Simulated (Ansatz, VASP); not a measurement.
# Two plane-wave programs on LaMn3

INCAR

```
SYSTEM = LaMn3
PREC = Accurate
ENCUT = 520
EDIFF = 1E-6
ISMEAR = 0
SIGMA = 0.05
LREAL = .FALSE.
LASPH = .TRUE.
NELM = 150
ALGO = Normal
ISIF = 2
LWAVE = .FALSE.
LCHARG = .FALSE.
ISPIN = 2
MAGMOM = 0 3.5 3.5 3.5
LORBIT = 11
LMAXMIX = 6
GGA = PE
NBANDS = 37
```

KPOINTS

```
regular mesh
0
G
  8 8 8
  0 0 0
```

POSCAR

```
LaMn3
1.0
    4.0869441034      0.0000000000      0.0000000000
    0.0000000000      4.0869441034      0.0000000000
    0.0000000000      0.0000000000      4.0869441034
La Mn
1 3
Direct
    0.0000000000      0.0000000000      0.0000000000
    0.0000000000      0.5000000000      0.5000000000
    0.5000000000      0.5000000000      0.0000000000
    0.5000000000      0.0000000000      0.5000000000
```

Input for Ansatz:

```yaml
crystal:
  lattice:
    - [4.0869441034, 0.0, 0.0]
    - [0.0, 4.0869441034, 0.0]
    - [0.0, 0.0, 4.0869441034]
  atoms:
    - { symbol: La, position: [0.0, 0.0, 0.0] }
    - { symbol: Mn, position: [0.0, 0.5, 0.5], spin: 3.5 }
    - { symbol: Mn, position: [0.5, 0.5, 0.0], spin: 3.5 }
    - { symbol: Mn, position: [0.5, 0.0, 0.5], spin: 3.5 }
basis:
  ecutwfc: 420
  ecutrho_ratio: 4
kpoints:
  mp_grid: { grid: [8, 8, 8] }
hamiltonian:
  xc: pbe
scf:
  occupations: { method: gaussian, width: 0.05 }
output:
  forces: true
  stress: true
  eigenvalues: true
  populations: true
magnetization:
  spin_polarized: true
```

Alike in both runs: task single point; functional PBE; k mesh 8 × 8 × 8; occupations gaussian, width 0.05 eV; collinear spin.

```csv
,VASP,Ansatz
version,VASP 6.6.1,Ansatz 0.2.0
potentials or method,"VASP PAW PBE potentials, release 64 (La, Mn_pv), cutoff 520 eV","scalar-relativistic, plane waves, PAW"
valence electrons in the cell,50,56
```

VASP gave:

```
gap on the k mesh at the Fermi level (eV)                     : none
pressure (GPa)                                                : 4.6
net moment per atom (μB)                                      : 2.34
size of the moment on the site where the two differ most (μB) : 0.19
```

Problem. Which values does Ansatz return?

Solution. gap on the k mesh at the Fermi level (eV): none; pressure (GPa): 4.5; net moment per atom (μB): 2.34; size of the moment on the site where the two differ most (μB): 0.11.

Site moments also hang on the region over which each program counts them. A gap of «none» marks a metal or a gap that the smearing closes. VASP's potentials hold 50 valence electrons a cell and Ansatz's 56, so a difference there can come from the potentials and not from the codes.

Neither program's run includes spin-orbit coupling.
